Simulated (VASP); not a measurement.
# TePb (Fm-3m) in VASP: notebook, part 2 of 2

VASP 6.6.1.

**3. Single point, PBE (volume scaled by 0.94)**

Input file INCAR:

```
SYSTEM = TePb
PREC = Accurate
ENCUT = 520
EDIFF = 1E-6
ISMEAR = 0
SIGMA = 0.02
LREAL = .False.
LASPH = .True.
NELM = 80
ALGO = Normal
ISIF = 2
LWAVE = .False.
LCHARG = .False.
GGA = PE
NBANDS = 17
```

Input file KPOINTS:

```
Automatic mesh
0
Gamma
  8 8 8
  0 0 0
```

Input file POSCAR:

```
TePb
1.0
    0.0000000000      3.2189696447      3.2189696447
    3.2189696447      0.0000000000      3.2189696447
    3.2189696447      3.2189696447      0.0000000000
Te Pb
1 1
Direct
    0.5000000000      0.5000000000      0.5000000000
    0.0000000000      0.0000000000      0.0000000000
```

Potentials or basis: VASP PAW PBE potentials, release 64 (Te, Pb_d).

Command:

```bash
cat potpaw_PBE.64/Te/POTCAR potpaw_PBE.64/Pb_d/POTCAR > POTCAR
mpirun -np 1 vasp_std > vasp.out
```

OUTCAR:

```text
SYSTEM = TePb
   PREC = Accurate
   ENCUT = 520
   EDIFF = 1E-6
   ISMEAR = 0
   LREAL = .False.
   LASPH = .True.
   NELM = 80
   ISIF = 2
   GGA = PE

 ion  position               nearest neighbor table
   1  0.500  0.500  0.500-   2 3.22   2 3.22   2 3.22   2 3.22   2 3.22   2 3.22
   2  0.000  0.000  0.000-   1 3.22   1 3.22   1 3.22   1 3.22   1 3.22   1 3.22

  LATTYP: Found a face centered cubic cell.
 ALAT       =     6.4379392894

  Lattice vectors:

 A1 = (   0.0000000000,   3.2189696447,   3.2189696447)
 A2 = (   3.2189696447,   0.0000000000,   3.2189696447)
 A3 = (   3.2189696447,   3.2189696447,   0.0000000000)

Analysis of symmetry for initial positions (statically):
=====================================================================
 Subroutine PRICEL returns:
 Original cell was already a primitive cell.

 Routine SETGRP: Setting up the symmetry group for a
 face centered cubic supercell.

 Subroutine GETGRP returns: Found 48 space group operations
 (whereof 48 operations were pure point group operations)
 out of a pool of 48 trial point group operations.

The static configuration has the point symmetry O_h .

Analysis of symmetry for dynamics (positions and initial velocities):
=====================================================================
 Subroutine PRICEL returns:
 Original cell was already a primitive cell.

 Routine SETGRP: Setting up the symmetry group for a
 face centered cubic supercell.

 Subroutine GETGRP returns: Found 48 space group operations
 (whereof 48 operations were pure point group operations)
 out of a pool of 48 trial point group operations.

The dynamic configuration has the point symmetry O_h .

 Subroutine INISYM returns: Found 48 space group operations
 (whereof 48 operations are pure point group operations),
 and found     1 'primitive' translations

----------------------------------------------------------------------------------------

                                     Primitive cell

  volume of cell :      66.7084

  direct lattice vectors                    reciprocal lattice vectors
     0.000000000  3.218969645  3.218969645    -0.155329206  0.155329206  0.155329206
     3.218969645  0.000000000  3.218969645     0.155329206 -0.155329206  0.155329206
     3.218969645  3.218969645  0.000000000     0.155329206  0.155329206 -0.155329206

  length of vectors
     4.552310528  4.552310528  4.552310528     0.269038077  0.269038077  0.269038077

  position of ions in fractional coordinates (direct lattice)
     0.500000000  0.500000000  0.500000000
     0.000000000  0.000000000  0.000000000

  ion indices of the primitive-cell ions
   primitive index   ion index
                 1           1
                 2           2

----------------------------------------------------------------------------------------

 KPOINTS: Automatic mesh

Automatic generation of k-mesh.
 Grid dimensions read from file:
 generate k-points for:    8    8    8

 Generating k-lattice:

  Cartesian coordinates                     Fractional coordinates (reciprocal lattice)
    -0.019416151  0.019416151  0.019416151     0.125000000  0.000000000  0.000000000
     0.019416151 -0.019416151  0.019416151     0.000000000  0.125000000  0.000000000
     0.019416151  0.019416151 -0.019416151     0.000000000  0.000000000  0.125000000

  Length of vectors
     0.033629760  0.033629760  0.033629760

  Shift w.r.t. Gamma in fractional coordinates (k-lattice)
     0.000000000  0.000000000  0.000000000

 Subroutine IBZKPT returns following result:
 ===========================================

 Found     29 irreducible k-points:

 Following reciprocal coordinates:
            Coordinates               Weight
  0.000000  0.000000  0.000000      1.000000
  0.125000  0.000000  0.000000      8.000000
  0.250000  0.000000  0.000000      8.000000
  0.375000  0.000000  0.000000      8.000000
  0.500000  0.000000  0.000000      4.000000
  0.125000  0.125000  0.000000      6.000000
[... 16 lines left out ...]
  0.500000  0.250000  0.125000     48.000000
 -0.375000  0.250000  0.125000     24.000000
 [... further k-points ...]
   k-points           NKPTS =     29   k-points in BZ     NKDIM =     29   number of bands    NBANDS=     17
   number of dos      NEDOS =    301   number of ions     NIONS =      2
   total plane-waves  NPLWV =  46656
   dimension x,y,z NGX =    36 NGY =   36 NGZ =   36
   dimension x,y,z NGXF=    72 NGYF=   72 NGZF=   72
   ions per type =               1   1
   NGX,Y,Z   is equivalent  to a cutoff of  13.15, 13.15, 13.15 a.u.
   NGXF,Y,Z  is equivalent  to a cutoff of  26.29, 26.29, 26.29 a.u.
 SYSTEM =  TePb
   PREC   = accura    normal or accurate (medium, high low for compatibility)
   ISTART =      0    job   : 0-new  1-cont  2-samecut
   ICHARG =      2    charge: 1-file 2-atom 10-const
   ISPIN  =      1    spin polarized calculation?
   LNONCOLLINEAR =      F non collinear calculations
   LSORBIT =      F    spin-orbit coupling
   LASPH  =      T    aspherical Exc in radial PAW
   ENCUT  =  520.0 eV  38.22 Ry    6.18 a.u.   8.46  8.46  8.46*2*pi/ulx,y,z
   NELM   =     80;   NELMIN=  2; NELMDL= -5     # of ELM steps
   EDIFF  = 0.1E-05   stopping-criterion for ELM
   LREAL  =      F    real-space projection
   EDIFFG = 0.1E-04   stopping-criterion for IOM
   NSW    =      0    number of steps for IOM
   IBRION =     -1    ionic relax: 0-MD 1-quasi-New 2-CG
   NFREE  =      0    steps in history (QN), initial steepest desc. (CG)
   ISIF   =      2    stress and relaxation
   ISYM   =      2    0-nonsym 1-usesym 2-fastsym
   POTIM  = 0.5000    time-step for ionic-motion
   TEBEG  =    0.0;   TEEND  =   0.0 temperature during run
   PSTRESS=    0.0 pullay stress
   NELECT =      20.0000    total number of electrons
   NUPDOWN=      -1.0000    fix difference up-down
   EMIN   =  10.00;   EMAX   =-10.00  energy-range for DOS
   EFERMI =   0.00;   METHOD = LEGACY
   ISMEAR =     0;   SIGMA  =   0.02  broadening in eV -4-tet -1-fermi 0-gaus
   EFERMI_NEDOS =   21; number of points for ismear=-14 and -15
   IALGO  =     38    algorithm
   IMIX   =      4    mixing-type and parameters
     AMIX     =   0.40;   BMIX     =  1.00
     AMIX_MAG =   1.60;   BMIX_MAG =  1.00
  volume/ion in A,a.u.               =      33.35       225.09
  Fermi-wavevector in a.u.,A,eV,Ry     =   1.095699  2.070571 16.334561  1.200556
  Thomas-Fermi vector in A             =   2.232027
   LORBIT       =      0    0 simple, 1 ext, 2 COOP (PROOUT), +10 PAW based schemes
   GGA     = PE    functional components
   LHFCALC =     F    Hartree Fock is set to
   AEXX    =    0.0000 exact exchange contribution
   IVDW    =     0    specifies the selected vdW correction
   LEPSILON=     F    determine dielectric tensor
   LRPA    =     F    only Hartree local field effects (RPA)
 non-spin polarized calculation
 Gauss-broadening in eV      SIGMA  =   0.02
  energy-cutoff  :      520.00
  volume of cell :       66.71
 maximum number of plane-waves:      1814
 NGX is ok and might be reduce to    36
   NGX = 17   NGY = 17   NGZ = 17

 number of electron      20.0000001 magnetization

 Free energy of the ion-electron system (eV)
  ---------------------------------------------------
  ext. energy  EPLUGINS =         0.00000000
  ---------------------------------------------------
  free energy    TOTEN  =        -7.48996803 eV

  energy without entropy =       -7.48996803  energy(sigma->0) =       -7.48996803

 E-fermi :   5.9117     XC(G=0):  -9.3509

 val. band max:        5.7744403196   @ k =   0.5000   0.0000   0.0000
 cond. band min:       6.4855353116   @ k =   0.5000   0.0000   0.0000
 fundamental gap:      0.7110949921
 Fermi energy:         5.9117143101

 k-point     1 :       0.0000    0.0000    0.0000
  band No.  band energies     occupation
      1     -10.9691      2.00000
      2     -10.9691      2.00000
      3     -10.9591      2.00000
      4     -10.9591      2.00000
      5     -10.9591      2.00000
      6      -6.3423      2.00000
[... 9 lines left out ...]
     16      11.5401      0.00000
     17      13.0944      0.00000

 k-point     2 :       0.1250    0.0000    0.0000
  band No.  band energies     occupation
      1     -10.9711      2.00000
      2     -10.9711      2.00000
      3     -10.9587      2.00000
      4     -10.9568      2.00000
      5     -10.9568      2.00000
      6      -6.2063      2.00000
[... 9 lines left out ...]
     16      11.8366      0.00000
     17      14.1744      0.00000
[... 421 lines left out ...]
 k-point    24 :      -0.3750    0.2500    0.1250
  band No.  band energies     occupation
      1     -10.9999      2.00000
      2     -10.9775      2.00000
      3     -10.9527      2.00000
      4     -10.9467      2.00000
      5     -10.9382      2.00000
      6      -4.6793      2.00000
[... 9 lines left out ...]
     16      15.5778      0.00000
     17      15.8920      0.00000

 [... further k-points ...]
[... 5 lines left out ...]
  --------------------------------------------------------------------------------------
  -------------------------------------------------------------------------------------
  Total        1.0910568      1.0910568      1.0910568      0.0000000      0.0000000     -0.0000000
  in kB       26.2045866     26.2045866     26.2045866      0.0000000      0.0000000     -0.0000000
  external PRESSURE =      26.2045866 kB  Pullay stress =       0.0000000 kB

 VOLUME and BASIS-vectors are now :
 -----------------------------------------------------------------------------
  energy-cutoff  :      520.00
  volume of cell :       66.71
      direct lattice vectors                 reciprocal lattice vectors
     0.000000000  3.218969645  3.218969645    -0.155329206  0.155329206  0.155329206
     3.218969645  0.000000000  3.218969645     0.155329206 -0.155329206  0.155329206
     3.218969645  3.218969645  0.000000000     0.155329206  0.155329206 -0.155329206

 POSITION                                       TOTAL-FORCE (eV/Angst)
 -----------------------------------------------------------------------------------
      3.21897      3.21897      3.21897         0.000000      0.000000      0.000000
      0.00000      0.00000      0.00000         0.000000      0.000000     -0.000000
 -----------------------------------------------------------------------------------
    total drift:                               -0.000000      0.000000      0.000000

  FREE ENERGIE OF THE ION-ELECTRON SYSTEM (eV)
  ---------------------------------------------------
  free  energy   TOTEN  =        -7.4899680312 eV

  energy  without entropy=       -7.4899680312  energy(sigma->0) =       -7.48996803
```

OSZICAR:

```text
N       E                     dE             d eps       ncg     rms          rms(c)
DAV:   1     0.149617695332E+03    0.14962E+03   -0.90817E+03   986   0.114E+03
DAV:   2     0.268265626131E+01   -0.14694E+03   -0.14240E+03  1031   0.292E+02
DAV:   3    -0.733466923533E+01   -0.10017E+02   -0.99496E+01  1292   0.835E+01
DAV:   4    -0.759504479356E+01   -0.26038E+00   -0.26021E+00  1207   0.150E+01
DAV:   5    -0.760658603881E+01   -0.11541E-01   -0.11541E-01  1497   0.288E+00    0.342E+00
DAV:   6    -0.749151768764E+01    0.11507E+00   -0.25034E-01  1446   0.355E+00    0.210E+00
DAV:   7    -0.748824026260E+01    0.32774E-02   -0.81100E-02  1213   0.139E+00    0.914E-01
DAV:   8    -0.749003719921E+01   -0.17969E-02   -0.95357E-03  1214   0.992E-01    0.155E-01
DAV:   9    -0.748993339400E+01    0.10381E-03   -0.12270E-03  1484   0.389E-01    0.696E-02
DAV:  10    -0.748996279121E+01   -0.29397E-04   -0.15882E-04  1155   0.101E-01    0.176E-02
DAV:  11    -0.748996849509E+01   -0.57039E-05   -0.44254E-05  1320   0.564E-02    0.192E-02
DAV:  12    -0.748996803115E+01    0.46394E-06   -0.27074E-06  1096   0.866E-03
   1 F= -.74899680E+01 E0= -.74899680E+01  d E =-.305823E-24
```

Wall time 36 s (1 thread of Intel Xeon 8259CL, shared host); peak memory 0.22 GiB.

What came out:

```yaml
Free_energy: -7.4900 eV
Pressure: 2.6 GPa
Band_gap_on_the_k_mesh: 0.71 eV, direct
```

Levels at points of the mesh, in eV from the valence-band top:
```
           k point  band 8  band 9  band 10  band 11  band 12  band 13
(0.00, 0.00, 0.00)   -1.39   -1.39    -1.39     4.09     4.09     4.09
(0.50, 0.00, 0.00)   -0.93   -0.93     0.00     0.71     1.24     1.24
(0.50, 0.50, 0.00)   -4.59   -2.87    -2.87     3.24     5.51     5.51
```

Caveat: spin-orbit coupling is left out, which moves the levels of the heavy elements. A k mesh can miss the band edges.
